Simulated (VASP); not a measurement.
# GaAs (Pm-3m) in VASP: further runs

The runs below take GaAs through vibrations by perturbation theory, with PBEsol.

All numbers are computed with VASP 6.6.1; they aren't measurements. Logs are shortened: lines on timing, memory, paths and dates and some standing lists are left out, and cuts for length are marked.

## Step 1: The cell of the first run

The structure is cubic, space group Pm-3m (No. 221). The conventional cell has a = 3.340 Å, b = 3.340 Å, c = 3.340 Å, α = 90.00°, β = 90.00°, γ = 90.00°. Within 3.8 Å of Ga (site symmetry m-3m) lie 8 As at 2.89 Å and 6 Ga at 3.34 Å. As (site symmetry m-3m) has 8 Ga at 2.89 Å and 6 As at 3.34 Å within 3.8 Å.

## Step 2: Vibrations by perturbation theory, PBEsol

File INCAR:

```
PREC     = Accurate       # precision mode
ENCUT    = 520            # plane-wave cutoff, eV
EDIFF    = 1E-8           # SCF threshold, eV
ISMEAR   = -1             # smearing method
SIGMA    = 0.15           # smearing width, eV
LREAL    = False          # projectors in reciprocal space
LASPH    = True           # aspherical terms in the spheres
NELM     = 60             # most SCF steps
ALGO     = Normal         # electronic algorithm
ISIF     = 2              # what is computed and relaxed
LWAVE    = False          # write WAVECAR
LCHARG   = False          # write CHGCAR
GGA      = PS             # functional
IBRION   = 8              # ionic algorithm
NSW      = 1              # ionic steps
```

File KPOINTS:

```
regular mesh
0
Gamma
  12 12 12
```

File POSCAR:

```
GaAs
1.0
    3.3404000000      0.0000000000      0.0000000000
    0.0000000000      3.3404000000      0.0000000000
    0.0000000000      0.0000000000      3.3404000000
Ga As
1 1
Direct
    0.0000000000      0.0000000000      0.0000000000
    0.5000000000      0.5000000000      0.5000000000
```

Potentials or basis: VASP PAW PBE potentials, release 64 (Ga_d, As).

Launch:

```console
$ cat potpaw_PBE.64/Ga_d/POTCAR potpaw_PBE.64/As/POTCAR > POTCAR
$ mpirun -np 1 vasp_std > vasp.out
```

OUTCAR:

```text
PREC = Accurate
   ENCUT = 520
   EDIFF = 1E-8
   ISMEAR = -1
   LREAL = False
   LASPH = True
   NELM = 60
   ISIF = 2
   GGA = PS
   IBRION = 8
   NSW = 1

 ion  position               nearest neighbor table
   1  0.000  0.000  0.000-   2 2.89   2 2.89   2 2.89   2 2.89   2 2.89   2 2.89   2 2.89   2 2.89

   2  0.500  0.500  0.500-   1 2.89   1 2.89   1 2.89   1 2.89   1 2.89   1 2.89   1 2.89   1 2.89

  LATTYP: Found a simple cubic cell.
 ALAT       =     3.3404000000

  Lattice vectors:

 A1 = (   3.3404000000,   0.0000000000,   0.0000000000)
 A2 = (   0.0000000000,   3.3404000000,   0.0000000000)
 A3 = (   0.0000000000,   0.0000000000,   3.3404000000)

Analysis of symmetry for initial positions (statically):
=====================================================================
 Subroutine PRICEL returns:
 Original cell was already a primitive cell.

 Routine SETGRP: Setting up the symmetry group for a
 simple cubic supercell.

 Subroutine GETGRP returns: Found 48 space group operations
 (whereof 48 operations were pure point group operations)
 out of a pool of 48 trial point group operations.

The static configuration has the point symmetry O_h .

Analysis of symmetry for dynamics (positions and initial velocities):
=====================================================================
 Subroutine PRICEL returns:
 Original cell was already a primitive cell.

 Routine SETGRP: Setting up the symmetry group for a
 simple cubic supercell.

 Subroutine GETGRP returns: Found 48 space group operations
 (whereof 48 operations were pure point group operations)
 out of a pool of 48 trial point group operations.

The dynamic configuration has the point symmetry O_h .

 Subroutine INISYM returns: Found 48 space group operations
 (whereof 48 operations are pure point group operations),
 and found     1 'primitive' translations

----------------------------------------------------------------------------------------

                                     Primitive cell

  volume of cell :      37.2731

  direct lattice vectors                    reciprocal lattice vectors
     3.340400000  0.000000000  0.000000000     0.299365345  0.000000000  0.000000000
     0.000000000  3.340400000  0.000000000     0.000000000  0.299365345  0.000000000
     0.000000000  0.000000000  3.340400000     0.000000000  0.000000000  0.299365345

  length of vectors
     3.340400000  3.340400000  3.340400000     0.299365345  0.299365345  0.299365345

  position of ions in fractional coordinates (direct lattice)
     0.000000000  0.000000000  0.000000000
     0.500000000  0.500000000  0.500000000

  ion indices of the primitive-cell ions
   primitive index   ion index
                 1           1
                 2           2

----------------------------------------------------------------------------------------

 KPOINTS: regular mesh

Automatic generation of k-mesh.
 Grid dimensions read from file:
 generate k-points for:   12   12   12

 Generating k-lattice:

  Cartesian coordinates                     Fractional coordinates (reciprocal lattice)
     0.024947112  0.000000000  0.000000000     0.083333333  0.000000000  0.000000000
     0.000000000  0.024947112  0.000000000     0.000000000  0.083333333  0.000000000
     0.000000000  0.000000000  0.024947112     0.000000000  0.000000000  0.083333333

  Length of vectors
     0.024947112  0.024947112  0.024947112

  Shift w.r.t. Gamma in fractional coordinates (k-lattice)
     0.000000000  0.000000000  0.000000000

[... 78 lines left out ...]
   IVDW    =     0    specifies the selected vdW correction
   LEPSILON=     F    determine dielectric tensor
   LRPA    =     F    only Hartree local field effects (RPA)
 non-spin polarized calculation
  energy-cutoff  :      520.00
  volume of cell :       37.27
 maximum number of plane-waves:      1024
 NGX is ok and might be reduce to    28
   NGX = 13   NGY = 13   NGZ = 13

--------------------------------------- Ionic step        1  -------------------------------------------

 number of electron      18.0000014 magnetization

 Free energy of the ion-electron system (eV)
  ---------------------------------------------------
  ext. energy  EPLUGINS =         0.00000000
  ---------------------------------------------------
  free energy    TOTEN  =        -8.16954889 eV

  energy without entropy =       -8.09693867  energy(sigma->0) =       -8.13324378

 E-fermi :   5.9049     XC(G=0): -11.0830

 val. band max:        5.8741034384   @ k =   0.3333   0.1667   0.0833
 cond. band min:       5.9119427922   @ k =   0.3333   0.0833   0.0833
 fundamental gap:      0.0378393539
 Fermi energy:         5.9049165918

 k-point     1 :       0.0000    0.0000    0.0000
  band No.  band energies     occupation
      1      -8.8410      2.00000
      2      -8.8410      2.00000
      3      -8.7381      2.00000
      4      -8.7381      2.00000
      5      -8.7381      2.00000
      6      -7.6954      2.00000
      7       3.7768      2.00000
      8       5.2390      1.97667
      9       5.2390      1.97667
     10       5.2390      1.97667
     11      10.6482      0.00000
     12      10.6482      0.00000
     13      15.7515      0.00000
[... 354 lines left out ...]
  band No.  band energies     occupation
      1      -8.8833      2.00000
      2      -8.7982      2.00000
      3      -8.7704      2.00000
      4      -8.7616      2.00000
      5      -8.7133      2.00000
      6      -4.7634      2.00000
      7      -0.6953      2.00000
      8       1.5158      2.00000
      9       4.0873      1.99999
     10       7.7898      0.00001
     11      11.2448      0.00000
     12      12.1476      0.00000
     13      13.0346      0.00000

 [... further k-points ...]
[... 5 lines left out ...]
  --------------------------------------------------------------------------------------
  -------------------------------------------------------------------------------------
  Total       -0.3984105     -0.3984105     -0.3984105      0.0000000     -0.0000000      0.0000000
  in kB      -17.1256073    -17.1256073    -17.1256073      0.0000000     -0.0000000      0.0000000
  external PRESSURE =     -17.1256073 kB  Pullay stress =       0.0000000 kB

 VOLUME and BASIS-vectors are now :
 -----------------------------------------------------------------------------
  energy-cutoff  :      520.00
  volume of cell :       37.27
      direct lattice vectors                 reciprocal lattice vectors
     3.340400000  0.000000000  0.000000000     0.299365345  0.000000000  0.000000000
     0.000000000  3.340400000  0.000000000     0.000000000  0.299365345  0.000000000
     0.000000000  0.000000000  3.340400000     0.000000000  0.000000000  0.299365345

 POSITION                                       TOTAL-FORCE (eV/Angst)
 -----------------------------------------------------------------------------------
      0.00000      0.00000      0.00000         0.000000      0.000000      0.000000
      1.67020      1.67020      1.67020         0.000000      0.000000      0.000000
 -----------------------------------------------------------------------------------
    total drift:                               -0.000000     -0.000000     -0.000000

  FREE ENERGIE OF THE ION-ELECTRON SYSTEM (eV)
  ---------------------------------------------------
  free  energy   TOTEN  =        -8.1695488861 eV

  energy  without entropy=       -8.0969386656  energy(sigma->0) =       -8.13324378

[... ionic steps 2 to 3 ...]

--------------------------------------- Ionic step        4  -------------------------------------------

------------------------ aborting loop because EDIFF is reached ----------------------------------------

[... ionic steps 5 to 6 ...]

--------------------------------------- Ionic step        7  -------------------------------------------

 Free energy of the ion-electron system (eV)
  ---------------------------------------------------
  ---------------------------------------------------
  free energy    TOTEN  =        -0.03874697 eV

  energy without entropy =       -0.03874696

------------------------ aborting loop because EDIFF is reached ----------------------------------------

 INTERNAL STRAIN TENSOR  FOR ION    2  DIRECTION 1   (eV/Angst):
 -----------------------------------------------------------------------------
    -0.04913  0.00000 -0.00000
     0.00000  0.02640  0.00000
     0.00000  0.00000  0.02640

 INTERNAL STRAIN TENSOR FOR ION    2 for displacements in x,y,z  (eV/Angst):
          X           Y           Z          XY          YZ          ZX
  --------------------------------------------------------------------------------
  x     0.00000     0.00000     0.00000     0.00000     0.00000     0.00000
  y     0.00000     0.00000     0.00000     0.00000     0.00000     0.00000
  z     0.00000     0.00000     0.00000     0.00000     0.00000     0.00000

 SECOND DERIVATIVES (NOT SYMMETRIZED)
 ------------------------------------
               1X          1Y          1Z          2X          2Y          2Z
  1X    -0.941490    0.000000    0.000000    0.941490   -0.000000   -0.000000
  1Y     0.000000   -0.941490    0.000000   -0.000000    0.941490   -0.000000
  1Z     0.000000    0.000000   -0.941490   -0.000000   -0.000000    0.941490
  2X     0.922307    0.000000    0.000000   -0.922307   -0.000000    0.000000
  2Y    -0.000000    0.922307    0.000000    0.000000   -0.922307    0.000000
  2Z     0.000000    0.000000    0.922307    0.000000    0.000000   -0.922307

 Eigenvectors and eigenvalues of the dynamical matrix
 ----------------------------------------------------

   1 f  =    2.511771 THz    15.781925 2PiTHz   83.783673 cm-1    10.387847 meV
             X         Y         Z           dx          dy          dz
      0.000000  0.000000  0.000000     0.723262   -0.000000    0.000000
      1.670200  1.670200  1.670200    -0.690574    0.000000    0.000000
[... 21 lines left out ...]
   6 f/i=    0.012913 THz     0.081133 2PiTHz    0.430721 cm-1     0.053403 meV
             X         Y         Z           dx          dy          dz
      0.000000  0.000000  0.000000     0.000000    0.000000   -0.690574
      1.670200  1.670200  1.670200     0.000000    0.000000   -0.723262

--------------------------------------------------------------------------------------------------------

 ELASTIC MODULI CONTR FROM IONIC RELAXATION (kBar)
 Direction    XX          YY          ZZ          XY          YZ          ZX
 --------------------------------------------------------------------------------
 XX           0.0000      0.0000      0.0000      0.0000      0.0000      0.0000
 YY           0.0000      0.0000      0.0000      0.0000      0.0000      0.0000
 ZZ           0.0000      0.0000      0.0000      0.0000      0.0000      0.0000
 XY           0.0000      0.0000      0.0000      0.0000      0.0000      0.0000
 YZ           0.0000      0.0000      0.0000      0.0000      0.0000      0.0000
 ZX           0.0000      0.0000      0.0000      0.0000      0.0000      0.0000
 --------------------------------------------------------------------------------
```

Run time: 5.6 min. Hardware: 1 thread of Intel Xeon 6975P-C (Granite Rapids), shared host; peak memory 0.36 GiB.

What came out:

```yaml
Highest_phonon_frequency_at_Γ_LO-TO_splitting_left_out: 84 cm⁻¹
```

Phonon frequencies in cm⁻¹ (negative: imaginary):
```csv
q point,frequencies
"(0.000, 0.000, 0.000)",0 0 0 84 84 84
```

Caveat: the cell stands under pressure or tension, which shifts response properties; the PAW data sets were made with another functional, which shifts forces and pressure a little.

## Step 3: Vibrations by perturbation theory, PBEsol

This run uses another cell than the first one, of 17.51 Å³/atom.

File INCAR:

```
  PREC = Accurate
  ENCUT = 520
  EDIFF = 1E-8
  ISMEAR = -1
  SIGMA = 0.15
  LREAL = F
  LASPH = T
  NELM = 60
  ALGO = Normal
  ISIF = 2
  LWAVE = F
  LCHARG = T
  GGA = PS
  NBANDS = 16
  IBRION = 8
  NSW = 1
```

File KPOINTS:

```
regular mesh
0
Gamma
  14 14 14
```

File POSCAR:

```
GaAs
1.0
    3.2719000000      0.0000000000      0.0000000000
    0.0000000000      3.2719000000      0.0000000000
    0.0000000000      0.0000000000      3.2719000000
Ga As
1 1
Direct
    0.0000000000      0.0000000000      0.0000000000
    0.5000000000      0.5000000000      0.5000000000
```

Potentials or basis: VASP PAW PBE potentials, release 64 (Ga_d, As).

Launch:

```console
$ cat potpaw_PBE.64/Ga_d/POTCAR potpaw_PBE.64/As/POTCAR > POTCAR
$ mpirun -np 1 vasp_std > vasp.out
```

OUTCAR:

```text
PREC = Accurate
   ENCUT = 520
   EDIFF = 1E-8
   ISMEAR = -1
   LREAL = F
   LASPH = T
   NELM = 60
   ISIF = 2
   GGA = PS
   IBRION = 8
   NSW = 1

 ion  position               nearest neighbor table
   1  0.000  0.000  0.000-   2 2.83   2 2.83   2 2.83   2 2.83   2 2.83   2 2.83   2 2.83   2 2.83

   2  0.500  0.500  0.500-   1 2.83   1 2.83   1 2.83   1 2.83   1 2.83   1 2.83   1 2.83   1 2.83

  LATTYP: Found a simple cubic cell.
 ALAT       =     3.2719000000

  Lattice vectors:
[... 711 lines left out ...]
               1X          1Y          1Z          2X          2Y          2Z
  1X    -1.566025   -0.000000    0.000000    1.566025    0.000000   -0.000000
  1Y    -0.000000   -1.566025   -0.000000    0.000000    1.566025    0.000000
  1Z    -0.000000   -0.000000   -1.566025    0.000000    0.000000    1.566025
  2X     1.512243    0.000000    0.000000   -1.512243   -0.000000   -0.000000
  2Y     0.000000    1.512243    0.000000   -0.000000   -1.512243   -0.000000
  2Z     0.000000    0.000000    1.512243   -0.000000   -0.000000   -1.512243

 Eigenvectors and eigenvalues of the dynamical matrix
 ----------------------------------------------------

   1 f  =    3.228500 THz    20.285265 2PiTHz  107.691173 cm-1    13.351998 meV
             X         Y         Z           dx          dy          dz
      0.000000  0.000000  0.000000     0.725732   -0.000000    0.000000
      1.635950  1.635950  1.635950    -0.687978   -0.000000    0.000000
[... 21 lines left out ...]
   6 f/i=    0.028165 THz     0.176969 2PiTHz    0.939500 cm-1     0.116483 meV
             X         Y         Z           dx          dy          dz
      0.000000  0.000000  0.000000     0.035999   -0.090092    0.681103
      1.635950  1.635950  1.635950     0.037975   -0.095036    0.718479

--------------------------------------------------------------------------------------------------------

 ELASTIC MODULI CONTR FROM IONIC RELAXATION (kBar)
 Direction    XX          YY          ZZ          XY          YZ          ZX
 --------------------------------------------------------------------------------
 XX           0.0000      0.0000      0.0000      0.0000      0.0000      0.0000
 YY           0.0000      0.0000      0.0000      0.0000      0.0000      0.0000
 ZZ           0.0000      0.0000      0.0000      0.0000      0.0000      0.0000
 XY           0.0000      0.0000      0.0000      0.0000      0.0000      0.0000
 YZ           0.0000      0.0000      0.0000      0.0000      0.0000      0.0000
 ZX           0.0000      0.0000      0.0000      0.0000      0.0000      0.0000
 --------------------------------------------------------------------------------
```

stdout:

```text
POSCAR found type information on POSCAR GaAs
 POSCAR found :  2 types and       2 ions
 scaLAPACK will be used
 -----------------------------------------------------------------------------
|                                                                             |
|                                                                             |
|     You enforced a specific xc type in the INCAR file but a different       |
|     I HOPE YOU KNOW WHAT YOU ARE DOING!                                     |
|                                                                             |
 -----------------------------------------------------------------------------

 LDA part: xc-table for (Slater+PW92), standard interpolation
 POSCAR, INCAR and KPOINTS ok, starting setup
 FFT: planning ... GRIDC
 FFT: planning ... GRID_SOFT
 FFT: planning ... GRID
 WAVECAR not read
 entering main loop
 Linear response reoptimize wavefunctions to high precision
 Linear response DOF=           2
 Linear response progress:
 first order change of Fermi-energy   0.26254E-03
 force on displaced ion       1 direction 1 :  -1.566  -0.000  -0.000
 Linear response progress:
 first order change of Fermi-energy  -0.29146E-03
 force on displaced ion       2 direction 1 :  -1.512   0.000  -0.000
 Linear response finished
```

Wall time 4 min (1 thread of Intel Xeon 6975P-C (Granite Rapids), shared host); peak memory 0.43 GiB.

Results:

```yaml
Highest_phonon_frequency_at_Γ_LO-TO_splitting_left_out: 108 cm⁻¹
```

Phonon frequencies in cm⁻¹ (negative: imaginary):
| q point | frequencies |
| --- | --- |
| (0.000, 0.000, 0.000) | -1 -1 -1 108 108 108 |

Caveat: the cell stands under pressure or tension, which shifts response properties; the PAW data sets were made with another functional, which shifts forces and pressure a little.
